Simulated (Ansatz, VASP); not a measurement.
## One calculation of NaI, two programs

```
CELL_PARAMETERS angstrom
0.00000 3.23640 3.23640
3.23640 0.00000 3.23640
3.23640 3.23640 0.00000
ATOMIC_POSITIONS crystal
Na 0.00000 0.00000 0.00000
I 0.50000 0.50000 0.50000
```

Alike in both runs: task single point; functional r2SCAN; k mesh 5 × 5 × 5; no spin polarisation.

|  | VASP | Ansatz |
| --- | --- | --- |
| version | VASP 6.6.1 | Ansatz 0.2.0 |
| potentials or method | VASP PAW PBE potentials, release 64 (Na_pv, I) | plane waves, PAW |
| plane-wave cutoff (eV) | 550 | 500 |
| occupations | gaussian, width 0.01 eV | fixed |
| valence electrons in the cell | 14 | 26 |

```tsv
	VASP	Ansatz	Ansatz less VASP
gap on the k mesh at the Fermi level (eV)	4.44	4.43	-0.009
```

VASP's potentials were made for PBE, not for r2SCAN. VASP's potentials hold 14 valence electrons a cell and Ansatz's 26, so a difference there can come from the potentials and not from the codes.

Neither program's run includes spin-orbit coupling.
